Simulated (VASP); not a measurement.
# Y3Te3N (P2_1/c) in VASP: single point with PBE

Aim: the single point of Y3Te3N with PBE.

All numbers are computed with VASP 6.6.1; they aren't measurements. Logs are shortened: lines on timing, memory, paths and dates and some standing lists are left out, and cuts for length are marked.

## (1) The cell of the first run

The structure is monoclinic, space group P2_1/c (No. 14). The conventional cell has a = 8.128 Å, b = 11.981 Å, c = 8.659 Å, α = 90.00°, β = 108.65°, γ = 90.00°. Y (site symmetry 1) has 2 N at 2.26 to 2.28 Å within 3.0 Å. Y (site symmetry 1) has 1 N at 2.21 Å within 2.9 Å. Y (site symmetry 1) has 1 N at 2.21 Å within 2.9 Å. Te (site symmetry 1) has 7 Y at 3.03 to 4.59 Å and 2 N at 3.84 to 4.42 Å and 10 Te at 3.99 to 4.60 Å within 4.7 Å. Within 4.1 Å of Te (site symmetry 1) lie 6 Y at 3.05 to 4.03 Å and 3 N at 3.54 to 3.75 Å and 2 Te at 3.93 to 4.03 Å. Te (site symmetry 1) has 5 Y at 3.09 to 3.41 Å and 2 N at 3.85 to 4.08 Å and 2 Te at 3.93 to 3.99 Å within 4.1 Å. N (site symmetry 1) has 4 Y at 2.21 to 2.28 Å within 2.9 Å.

## (2) Single point, PBE

The input, INCAR:

```
SYSTEM = Y3Te3N
PREC = Accurate
ENCUT = 520
EDIFF = 1E-6
ISMEAR = 0
SIGMA = 0.1
LREAL = Auto
LASPH = .TRUE.
NELM = 100
ALGO = Normal
ISIF = 2
LWAVE = .FALSE.
LCHARG = .FALSE.
GGA = PE
NBANDS = 132
```

The input, KPOINTS:

```
regular mesh
0
G
  2 2 2
  0 0 0
```

The input, POSCAR:

```
Y3Te3N
1.0
    8.1279400000      0.0000000000      0.0000000000
    0.0000000000     11.9810830000      0.0000000000
   -2.7691430000      0.0000000000      8.2044670000
Y Te N
12 12 4
Direct
    0.6020780000      0.0238670000      0.8623450000
    0.3979220000      0.5238670000      0.6376550000
    0.3979220000      0.9761330000      0.1376550000
    0.6020780000      0.4761330000      0.3623450000
    0.8382220000      0.4122160000      0.7945570000
    0.1617780000      0.9122160000      0.7054430000
    0.1617780000      0.5877840000      0.2054430000
    0.8382220000      0.0877840000      0.2945570000
    0.7660460000      0.7093130000      0.6527200000
    0.2339540000      0.2093130000      0.8472800000
    0.2339540000      0.2906870000      0.3472800000
    0.7660460000      0.7906870000      0.1527200000
    0.7777810000      0.9789810000      0.5873860000
    0.2222190000      0.4789810000      0.9126140000
    0.2222190000      0.0210190000      0.4126140000
    0.7777810000      0.5210190000      0.0873860000
    0.5080990000      0.2665600000      0.6883390000
    0.4919010000      0.7665600000      0.8116610000
    0.4919010000      0.7334400000      0.3116610000
    0.5080990000      0.2334400000      0.1883390000
    0.9538700000      0.3064420000      0.5180770000
    0.0461300000      0.8064420000      0.9819230000
    0.0461300000      0.6935580000      0.4819230000
    0.9538700000      0.1935580000      0.0180770000
    0.6730830000      0.5348120000      0.6231050000
    0.3269170000      0.0348120000      0.8768950000
    0.3269170000      0.4651880000      0.3768950000
    0.6730830000      0.9651880000      0.1231050000
```

Potentials or basis: VASP PAW PBE potentials, release 64 (Y_sv, Te, N).

Run with:

```sh
$ cat potpaw_PBE.64/Y_sv/POTCAR potpaw_PBE.64/Te/POTCAR potpaw_PBE.64/N/POTCAR > POTCAR
$ mpirun -np 1 vasp_std > vasp.out
```

OUTCAR:

```text
SYSTEM = Y3Te3N
   PREC = Accurate
   ENCUT = 520
   EDIFF = 1E-6
   ISMEAR = 0
   LREAL = Auto
   LASPH = .TRUE.
   NELM = 100
   ISIF = 2
   GGA = PE

 ion  position               nearest neighbor table
   1  0.602  0.024  0.862-  28 2.26  26 2.28  13 3.19  18 3.20  17 3.25   3 3.36  24 3.41   6 3.65
                            10 3.70   8 3.70  12 3.71
   2  0.398  0.524  0.638-  27 2.26  25 2.28  14 3.19  17 3.20  18 3.25   4 3.36  23 3.41   5 3.65
                             9 3.70   7 3.70  11 3.71
   3  0.398  0.976  0.138-  26 2.26  28 2.28  15 3.19  20 3.20  19 3.25   1 3.36  22 3.41   8 3.65
                            12 3.70   6 3.70  10 3.71
   4  0.602  0.476  0.362-  25 2.26  27 2.28  16 3.19  19 3.20  20 3.25   2 3.36  21 3.41   7 3.65
                            11 3.70   5 3.70   9 3.71
   5  0.838  0.412  0.795-  25 2.21  16 3.03  14 3.06  17 3.08  21 3.11  24 3.21   2 3.65   4 3.70
                             9 3.75  10 3.94   7 4.24
   6  0.162  0.912  0.705-  26 2.21  15 3.03  13 3.06  18 3.08  22 3.11  23 3.21   1 3.65   3 3.70
                            10 3.75   9 3.94   8 4.24
   7  0.162  0.588  0.205-  27 2.21  14 3.03  16 3.06  19 3.08  23 3.11  22 3.21   4 3.65   2 3.70
                            11 3.75  12 3.94   5 4.24
   8  0.838  0.088  0.295-  28 2.21  13 3.03  15 3.06  20 3.08  24 3.11  21 3.21   3 3.65   1 3.70
                            12 3.75  11 3.94   6 4.24
   9  0.766  0.709  0.653-  25 2.21  18 3.05  23 3.09  19 3.09  22 3.24  13 3.29   2 3.70   4 3.71
[... 9 lines left out ...]
  15  0.222  0.021  0.413-   6 3.03   8 3.06   3 3.19  11 3.29
  16  0.778  0.521  0.087-   5 3.03   7 3.06   4 3.19  12 3.29
  17  0.508  0.267  0.688-  10 3.05   5 3.08  11 3.09   2 3.20   1 3.25
  18  0.492  0.767  0.812-   9 3.05   6 3.08  12 3.09   1 3.20   2 3.25
  19  0.492  0.733  0.312-  12 3.05   7 3.08   9 3.09   4 3.20   3 3.25
  20  0.508  0.233  0.188-  11 3.05   8 3.08  10 3.09   3 3.20   4 3.25
  21  0.954  0.306  0.518-  11 3.09   5 3.11   8 3.21  10 3.24   4 3.41
  22  0.046  0.806  0.982-  12 3.09   6 3.11   7 3.21   9 3.24   3 3.41
  23  0.046  0.694  0.482-   9 3.09   7 3.11   6 3.21  12 3.24   2 3.41
  24  0.954  0.194  0.018-  10 3.09   8 3.11   5 3.21  11 3.24   1 3.41
  25  0.673  0.535  0.623-   9 2.21   5 2.21   4 2.26   2 2.28
  26  0.327  0.035  0.877-  10 2.21   6 2.21   3 2.26   1 2.28
  27  0.327  0.465  0.377-  11 2.21   7 2.21   2 2.26   4 2.28
  28  0.673  0.965  0.123-  12 2.21   8 2.21   1 2.26   3 2.28

  LATTYP: Found a simple monoclinic cell.
 ALAT       =     8.1279400000
 B/A-ratio  =     1.4740614473
 C/A-ratio  =     1.0653599720
 COS(beta)  =    -0.3197926804

  Lattice vectors:

 A1 = (   8.1279400000,   0.0000000000,   0.0000000000)
 A2 = (   0.0000000000,  11.9810830000,   0.0000000000)
 A3 = (  -2.7691430000,   0.0000000000,   8.2044670000)

Analysis of symmetry for initial positions (statically):
=====================================================================
 Subroutine PRICEL returns:
 Original cell was already a primitive cell.

 Routine SETGRP: Setting up the symmetry group for a
 simple monoclinic supercell.

 Subroutine GETGRP returns: Found  4 space group operations
 (whereof  2 operations were pure point group operations)
 out of a pool of  4 trial point group operations.

The static configuration has the point symmetry S_2 .
 The point group associated with its full space group is C_2h.

Analysis of symmetry for dynamics (positions and initial velocities):
=====================================================================
 Subroutine PRICEL returns:
 Original cell was already a primitive cell.

 Routine SETGRP: Setting up the symmetry group for a
 simple monoclinic supercell.

 Subroutine GETGRP returns: Found  4 space group operations
 (whereof  2 operations were pure point group operations)
 out of a pool of  4 trial point group operations.

The dynamic configuration has the point symmetry S_2 .
 The point group associated with its full space group is C_2h.

 Subroutine INISYM returns: Found  4 space group operations
 (whereof  2 operations are pure point group operations),
 and found     1 'primitive' translations

----------------------------------------------------------------------------------------

                                     Primitive cell

  volume of cell :     798.9635

  direct lattice vectors                    reciprocal lattice vectors
     8.127940000  0.000000000  0.000000000     0.123032404  0.000000000  0.041525467
     0.000000000 11.981083000  0.000000000     0.000000000  0.083464909  0.000000000
    -2.769143000  0.000000000  8.204467000     0.000000000  0.000000000  0.121884822

  length of vectors
[... 71 lines left out ...]
 Generating k-lattice:

  Cartesian coordinates                     Fractional coordinates (reciprocal lattice)
     0.061516202  0.000000000  0.020762733     0.500000000  0.000000000  0.000000000
     0.000000000  0.041732454  0.000000000     0.000000000  0.500000000  0.000000000
     0.000000000  0.000000000  0.060942411     0.000000000  0.000000000  0.500000000

  Length of vectors
     0.064925605  0.041732454  0.060942411

  Shift w.r.t. Gamma in fractional coordinates (k-lattice)
     0.000000000  0.000000000  0.000000000

 Subroutine IBZKPT returns following result:
 ===========================================

 Found      8 irreducible k-points:

 Following reciprocal coordinates:
            Coordinates               Weight
  0.000000  0.000000  0.000000      1.000000
  0.500000  0.000000  0.000000      1.000000
  0.000000  0.500000  0.000000      1.000000
  0.500000  0.500000  0.000000      1.000000
  0.000000  0.000000  0.500000      1.000000
  0.500000  0.000000  0.500000      1.000000
  0.000000  0.500000  0.500000      1.000000
  0.500000  0.500000  0.500000      1.000000
   k-points           NKPTS =      8   k-points in BZ     NKDIM =      8   number of bands    NBANDS=    132
   number of dos      NEDOS =    301   number of ions     NIONS =     28
   total plane-waves  NPLWV = 345600
   dimension x,y,z NGX =    60 NGY =   90 NGZ =   64
   dimension x,y,z NGXF=   120 NGYF=  180 NGZF=  128
   ions per type =              12  12   4
   NGX,Y,Z   is equivalent  to a cutoff of  12.27, 12.49, 12.29 a.u.
   NGXF,Y,Z  is equivalent  to a cutoff of  24.54, 24.98, 24.57 a.u.
 SYSTEM =  Y3Te3N
   PREC   = accura    normal or accurate (medium, high low for compatibility)
   ISTART =      0    job   : 0-new  1-cont  2-samecut
   ICHARG =      2    charge: 1-file 2-atom 10-const
   ISPIN  =      1    spin polarized calculation?
   LNONCOLLINEAR =      F non collinear calculations
   LSORBIT =      F    spin-orbit coupling
   LASPH  =      T    aspherical Exc in radial PAW
   ENCUT  =  520.0 eV  38.22 Ry    6.18 a.u.  15.11 22.28 16.10*2*pi/ulx,y,z
   NELM   =    100;   NELMIN=  2; NELMDL= -5     # of ELM steps
   EDIFF  = 0.1E-05   stopping-criterion for ELM
   LREAL  =      T    real-space projection
   EDIFFG = 0.1E-04   stopping-criterion for IOM
   NSW    =      0    number of steps for IOM
   IBRION =     -1    ionic relax: 0-MD 1-quasi-New 2-CG
   NFREE  =      0    steps in history (QN), initial steepest desc. (CG)
   ISIF   =      2    stress and relaxation
   ISYM   =      2    0-nonsym 1-usesym 2-fastsym
   POTIM  = 0.5000    time-step for ionic-motion
   TEBEG  =    0.0;   TEEND  =   0.0 temperature during run
   PSTRESS=    0.0 pullay stress
   NELECT =     224.0000    total number of electrons
   NUPDOWN=      -1.0000    fix difference up-down
   EMIN   =  10.00;   EMAX   =-10.00  energy-range for DOS
   EFERMI =   0.00;   METHOD = LEGACY
   ISMEAR =     0;   SIGMA  =   0.10  broadening in eV -4-tet -1-fermi 0-gaus
   EFERMI_NEDOS =   21; number of points for ismear=-14 and -15
   IALGO  =     38    algorithm
   IMIX   =      4    mixing-type and parameters
     AMIX     =   0.40;   BMIX     =  1.00
     AMIX_MAG =   1.60;   BMIX_MAG =  1.00
  volume/ion in A,a.u.               =      28.53       192.56
  Fermi-wavevector in a.u.,A,eV,Ry     =   1.071475  2.024793 15.620273  1.148058
  Thomas-Fermi vector in A             =   2.207216
   LORBIT       =      0    0 simple, 1 ext, 2 COOP (PROOUT), +10 PAW based schemes
   GGA     = PE    functional components
   LHFCALC =     F    Hartree Fock is set to
   AEXX    =    0.0000 exact exchange contribution
   IVDW    =     0    specifies the selected vdW correction
   LEPSILON=     F    determine dielectric tensor
   LRPA    =     F    only Hartree local field effects (RPA)
 non-spin polarized calculation
 Gauss-broadening in eV      SIGMA  =   0.10
  energy-cutoff  :      520.00
  volume of cell :      798.96
 maximum number of plane-waves:     21542
   NGX = 31   NGY = 45   NGZ = 33

 number of electron     224.0000005 magnetization

 Free energy of the ion-electron system (eV)
  ---------------------------------------------------
  ext. energy  EPLUGINS =         0.00000000
  ---------------------------------------------------
  free energy    TOTEN  =      -191.05323737 eV

  energy without entropy =     -191.05323737  energy(sigma->0) =     -191.05323737

 E-fermi :   4.8042     XC(G=0):  -9.3240

 val. band max:        4.2732316138   @ k =   0.0000   0.0000   0.0000
 cond. band min:       5.4045717704   @ k =   0.0000   0.0000   0.0000
 fundamental gap:      1.1313401566
 Fermi energy:         4.8042004810

 k-point     1 :       0.0000    0.0000    0.0000
  band No.  band energies     occupation
      1     -38.3145      2.00000
      2     -38.3134      2.00000
      3     -38.3128      2.00000
      4     -38.3121      2.00000
      5     -38.2163      2.00000
      6     -38.2161      2.00000
[... 1005 lines left out ...]
    123       6.6674      0.00000
    124       6.6674      0.00000
 [bands above 124 left out]

------------------------ aborting loop because EDIFF is reached ----------------------------------------

  FORCE on cell =-STRESS in cart. coord.  units (eV):
  Direction    XX          YY          ZZ          XY          YZ          ZX
  --------------------------------------------------------------------------------------
  -------------------------------------------------------------------------------------
  Total        0.9811015      1.0361794      1.0057744      0.0000000      0.0000000     -0.7080166
  in kB        1.9674223      2.0778710      2.0168993      0.0000000      0.0000000     -1.4197997
  external PRESSURE =       2.0207309 kB  Pullay stress =       0.0000000 kB

 VOLUME and BASIS-vectors are now :
 -----------------------------------------------------------------------------
  energy-cutoff  :      520.00
  volume of cell :      798.96
      direct lattice vectors                 reciprocal lattice vectors
     8.127940000  0.000000000  0.000000000     0.123032404  0.000000000  0.041525467
     0.000000000 11.981083000  0.000000000     0.000000000  0.083464909  0.000000000
    -2.769143000  0.000000000  8.204467000     0.000000000  0.000000000  0.121884822

 POSITION                                       TOTAL-FORCE (eV/Angst)
 -----------------------------------------------------------------------------------
      2.50570      0.28595      7.07508         0.003035     -0.018804      0.021547
      1.46853      6.27649      5.23162        -0.003035     -0.018804     -0.021547
      2.85310     11.69513      1.12939        -0.003035      0.018804     -0.021547
      3.89027      5.70459      2.97285         0.003035      0.018804      0.021547
      4.61278      4.93879      6.51892         0.030669      0.016896     -0.004937
     -0.63855     10.92934      5.78778        -0.030669      0.016896      0.004937
[... 20 lines left out ...]
      1.61349      5.57346      3.09222         0.019618     -0.005731      0.012113
      5.12988     11.56400      1.01001        -0.019618     -0.005731     -0.012113
 -----------------------------------------------------------------------------------
    total drift:                                0.000000     -0.000000      0.000000

  FREE ENERGIE OF THE ION-ELECTRON SYSTEM (eV)
  ---------------------------------------------------
  free  energy   TOTEN  =      -191.0532373716 eV

  energy  without entropy=     -191.0532373716  energy(sigma->0) =     -191.05323737
```

Run time: 35 min. Hardware: 1 thread of Intel Xeon Platinum 8488C (Sapphire Rapids), shared host; peak memory 1 GiB.

What came out:

```
Free energy            : -191.0532 eV
Pressure               : 0.2 GPa
Largest force          : 0.050 eV/Å
Band gap on the k mesh : 1.13 eV
```

Forces in eV/Å, atoms in the order of the input:
```
Y    0.003 -0.019  0.022
Y   -0.003 -0.019 -0.022
Y   -0.003  0.019 -0.022
Y    0.003  0.019  0.022
Y    0.031  0.017 -0.005
Y   -0.031  0.017  0.005
Y   -0.031 -0.017  0.005
Y    0.031 -0.017 -0.005
Y    0.027 -0.017  0.039
Y   -0.027 -0.017 -0.039
Y   -0.027  0.017 -0.039
Y    0.027  0.017  0.039
Te  -0.046 -0.009 -0.010
Te   0.046 -0.009  0.010
Te   0.046  0.009  0.010
Te  -0.046  0.009 -0.010
Te   0.005 -0.019  0.007
Te  -0.005 -0.019 -0.007
Te  -0.005  0.019 -0.007
Te   0.005  0.019  0.007
Te  -0.042  0.021  0.000
Te   0.042  0.021  0.000
Te   0.042 -0.021  0.000
Te  -0.042 -0.021  0.000
N   -0.020  0.006 -0.012
N    0.020  0.006  0.012
N    0.020 -0.006  0.012
N   -0.020 -0.006 -0.012
```

Caveat: spin-orbit coupling is left out, which moves the levels of the heavy elements.
